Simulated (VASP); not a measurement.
# SiNi (P2_13) in VASP: a series of runs, part 2 of 2

VASP 6.6.1. Earlier steps stand in the parts before.

## 4. Single point, PBEsol, collinear spin, ferromagnetic start

INCAR reads:

```
PREC = Accurate
ENCUT = 520
EDIFF = 1E-6
ISMEAR = -1
SIGMA = 0.05
LREAL = False
LASPH = True
NELM = 150
ALGO = Normal
ISIF = 2
LWAVE = False
LCHARG = True
ISPIN = 2
MAGMOM = 1 1 1 1 0 0 0 0
LORBIT = 11
NUPDOWN = 4.0
LMAXMIX = 4
GGA = PS
LELF = True
LVHAR = True
NBANDS = 42
```

KPOINTS reads:

```
Automatic mesh
0
Gamma
  5 5 5
```

POSCAR reads:

```
SiNi
1.0
    4.5036940000      0.0000000000      0.0000000000
    0.0000000000      4.5036940000      0.0000000000
    0.0000000000      0.0000000000      4.5036940000
Ni Si
4 4
Direct
    0.1495040000      0.1495040000      0.1495040000
    0.6495040000      0.3504960000      0.8504960000
    0.8504960000      0.6495040000      0.3504960000
    0.3504960000      0.8504960000      0.6495040000
    0.8468300000      0.8468300000      0.8468300000
    0.3468300000      0.6531700000      0.1531700000
    0.1531700000      0.3468300000      0.6531700000
    0.6531700000      0.1531700000      0.3468300000
```

Potentials or basis: VASP PAW PBE potentials, release 64 (Ni, Si).

The run is started by

```console
$ cat potpaw_PBE.64/Ni/POTCAR potpaw_PBE.64/Si/POTCAR > POTCAR
$ mpirun -np 1 vasp_std > vasp.out
```

OUTCAR:

```text
PREC = Accurate
   ENCUT = 520
   EDIFF = 1E-6
   ISMEAR = -1
   LREAL = False
   LASPH = True
   NELM = 150
   ISIF = 2
   ISPIN = 2
   LORBIT = 11
   NUPDOWN = 4.0
   GGA = PS

 ion  position               nearest neighbor table
   1  0.150  0.150  0.150-   5 2.36   6 2.41   7 2.41   8 2.41   6 2.44   7 2.44   8 2.44   2 2.78
                             4 2.78   4 2.78   2 2.78   3 2.78   3 2.78
   2  0.650  0.350  0.850-   6 2.36   5 2.41   7 2.41   8 2.41   7 2.44   8 2.44   5 2.44   3 2.78
                             1 2.78   3 2.78   1 2.78   4 2.78   4 2.78
   3  0.850  0.650  0.350-   7 2.36   6 2.41   5 2.41   8 2.41   8 2.44   5 2.44   6 2.44   2 2.78
                             2 2.78   4 2.78   4 2.78   1 2.78   1 2.78
   4  0.350  0.850  0.650-   8 2.36   6 2.41   7 2.41   5 2.41   6 2.44   7 2.44   5 2.44   1 2.78
                             1 2.78   3 2.78   3 2.78   2 2.78   2 2.78
   5  0.847  0.847  0.847-   1 2.36   2 2.41   3 2.41   4 2.41   2 2.44   3 2.44   4 2.44   6 2.78
                             7 2.78   8 2.78   8 2.78   7 2.78   6 2.78
   6  0.347  0.653  0.153-   2 2.36   1 2.41   3 2.41   4 2.41   3 2.44   4 2.44   1 2.44   8 2.78
                             5 2.78   7 2.78   7 2.78   8 2.78   5 2.78
   7  0.153  0.347  0.653-   3 2.36   2 2.41   1 2.41   4 2.41   4 2.44   1 2.44   2 2.44   8 2.78
                             5 2.78   6 2.78   5 2.78   6 2.78   8 2.78
   8  0.653  0.153  0.347-   4 2.36   2 2.41   3 2.41   1 2.41   2 2.44   3 2.44   1 2.44   7 2.78
                             5 2.78   5 2.78   6 2.78   6 2.78   7 2.78

  LATTYP: Found a simple cubic cell.
 ALAT       =     4.5036940000

  Lattice vectors:

 A1 = (   4.5036940000,   0.0000000000,   0.0000000000)
 A2 = (   0.0000000000,   4.5036940000,   0.0000000000)
 A3 = (   0.0000000000,   0.0000000000,   4.5036940000)

Analysis of symmetry for initial positions (statically):
=====================================================================
 Subroutine PRICEL returns:
 Original cell was already a primitive cell.

 Routine SETGRP: Setting up the symmetry group for a
 simple cubic supercell.

 Subroutine GETGRP returns: Found 12 space group operations
[... 668 lines left out ...]
      2       3.2547      1.00000
      3       3.2547      1.00000
      4       3.2547      1.00000
      5       5.6654      1.00000
      6       5.6654      1.00000
[... 462 lines left out ...]
     39      18.5164      0.00000
     40      18.6563      0.00000
 [bands above 40 left out]

------------------------ aborting loop because EDIFF is reached ----------------------------------------

  FORCE on cell =-STRESS in cart. coord.  units (eV):
  Direction    XX          YY          ZZ          XY          YZ          ZX
  --------------------------------------------------------------------------------------
  -------------------------------------------------------------------------------------
  Total        1.4027786      1.4027786      1.4027786      0.0000000      0.0000000     -0.0000000
  in kB       24.6032840     24.6032840     24.6032840      0.0000000      0.0000000     -0.0000000
  external PRESSURE =      24.6032840 kB  Pullay stress =       0.0000000 kB

 VOLUME and BASIS-vectors are now :
 -----------------------------------------------------------------------------
  energy-cutoff  :      520.00
  volume of cell :       91.35
      direct lattice vectors                 reciprocal lattice vectors
     4.503694000  0.000000000  0.000000000     0.222039952  0.000000000  0.000000000
     0.000000000  4.503694000  0.000000000     0.000000000  0.222039952  0.000000000
     0.000000000  0.000000000  4.503694000     0.000000000  0.000000000  0.222039952

 POSITION                                       TOTAL-FORCE (eV/Angst)
 -----------------------------------------------------------------------------------
      0.67332      0.67332      0.67332        -0.087978     -0.087978     -0.087978
      2.92517      1.57853      3.83037        -0.087978      0.087978      0.087978
      3.83037      2.92517      1.57853         0.087978     -0.087978      0.087978
      1.57853      3.83037      2.92517         0.087978      0.087978     -0.087978
      3.81386      3.81386      3.81386        -0.056555     -0.056555     -0.056555
      1.56202      2.94168      0.68983        -0.056555      0.056555      0.056555
      0.68983      1.56202      2.94168         0.056555     -0.056555      0.056555
      2.94168      0.68983      1.56202         0.056555      0.056555     -0.056555
 -----------------------------------------------------------------------------------
    total drift:                                0.000000     -0.000000     -0.000000

  FREE ENERGIE OF THE ION-ELECTRON SYSTEM (eV)
  ---------------------------------------------------
  free  energy   TOTEN  =       -49.5326762090 eV

  energy  without entropy=      -49.5093807020  energy(sigma->0) =      -49.52102846

 total charge

# of ion       s       p       d       tot
------------------------------------------
    1        0.474   0.607   8.451   9.532
    2        0.474   0.607   8.451   9.532
    3        0.474   0.607   8.451   9.532
    4        0.474   0.607   8.451   9.532
    5        0.760   0.842   0.000   1.602
    6        0.760   0.842   0.000   1.602
    7        0.760   0.842   0.000   1.602
    8        0.760   0.842   0.000   1.602
--------------------------------------------------
tot          4.937   5.797  33.805  44.539

 magnetization (x)

# of ion       s       p       d       tot
------------------------------------------
    1        0.029   0.038   0.616   0.684
    2        0.029   0.038   0.616   0.684
    3        0.029   0.038   0.616   0.684
    4        0.029   0.038   0.616   0.684
    5        0.073   0.086   0.000   0.159
    6        0.073   0.086   0.000   0.159
    7        0.073   0.086   0.000   0.159
    8        0.073   0.086   0.000   0.159
--------------------------------------------------
tot          0.408   0.498   2.465   3.372
```

OSZICAR:

```text
N       E                     dE             d eps       ncg     rms          rms(c)
DAV:   1     0.373312926049E+03    0.37331E+03   -0.23553E+04  1848   0.159E+03
DAV:   2    -0.230874738757E+02   -0.39640E+03   -0.37350E+03  1848   0.346E+02
DAV:   3    -0.559090370616E+02   -0.32822E+02   -0.31036E+02  2068   0.115E+02
DAV:   4    -0.569785594559E+02   -0.10695E+01   -0.10581E+01  2174   0.191E+01
DAV:   5    -0.570117257981E+02   -0.33166E-01   -0.33120E-01  2230   0.319E+00    0.298E+01
DAV:   6    -0.636482437082E+02   -0.66365E+01   -0.98047E+01  2198   0.151E+02    0.389E+01
DAV:   7    -0.495165527756E+02    0.14132E+02   -0.36651E+01  2188   0.959E+01    0.683E+00
DAV:   8    -0.496360703887E+02   -0.11952E+00   -0.39265E+00  2664   0.144E+01    0.397E+00
DAV:   9    -0.495423444188E+02    0.93726E-01   -0.26431E-01  2558   0.591E+00    0.123E+00
DAV:  10    -0.495345131487E+02    0.78313E-02   -0.14196E-02  2856   0.116E+00    0.465E-01
DAV:  11    -0.495330758796E+02    0.14373E-02   -0.25489E-03  1950   0.369E-01    0.226E-01
DAV:  12    -0.495326964888E+02    0.37939E-03   -0.63352E-04  2552   0.412E-01    0.738E-02
DAV:  13    -0.495327003637E+02   -0.38749E-05   -0.12342E-04  2086   0.693E-02    0.528E-02
DAV:  14    -0.495326774841E+02    0.22880E-04   -0.20129E-05  2776   0.397E-02    0.146E-02
DAV:  15    -0.495326762945E+02    0.11897E-05   -0.64808E-06  2500   0.224E-02    0.593E-03
DAV:  16    -0.495326762090E+02    0.85452E-07   -0.93996E-07  1056   0.127E-02
   1 F= -.49532676E+02 E0= -.49521028E+02  d E =-.232955E-01  mag=     4.0000
```

Wall time 48 s (1 thread of Intel Xeon 6975P-C (Granite Rapids), shared host); peak memory 0.26 GiB.

What came out:

```yaml
Free_energy: -49.5327 eV
Pressure: 2.5 GPa
Largest_force: 0.152 eV/Å
Net_moment: 4.00 μB per cell
Site_moments: Ni +0.68; Si +0.16 μB
Valence_electrons_inside_the_program's_atomic_spheres: Ni 9.53; Si 1.60
```

Forces in eV/Å, atoms in the order of the input:
```
Ni  -0.088 -0.088 -0.088
Ni  -0.088  0.088  0.088
Ni   0.088 -0.088  0.088
Ni   0.088  0.088 -0.088
Si  -0.057 -0.057 -0.057
Si  -0.057  0.057  0.057
Si   0.057 -0.057  0.057
Si   0.057  0.057 -0.057
```

Caveat: the PAW data sets were made with another functional, which shifts forces and pressure a little; the total moment is fixed, so each spin has its own Fermi level.

## 5. The runs side by side

```csv
fixed moment (μB),pressure (GPa),moment (μB),largest force (eV/Å)
2.0,-2.3,2.00,0.05
3.0,-0.3,3.00,0.09
4.0,2.5,4.00,0.15
```

Alike in all rows: task single point; level PBEsol; potentials or basis VASP PAW PBE potentials, release 64 (Ni, Si); spin collinear, ferromagnetic start; cell as given; k mesh 5 × 5 × 5; cutoff (eV) 520; smearing fermi-dirac 0.05 eV.

Caveats: the PAW data sets were made with another functional, which shifts forces and pressure a little; the total moment is fixed, so each spin has its own Fermi level.

Total energies depend on the potentials used, so only differences within one code and one set of settings carry meaning.
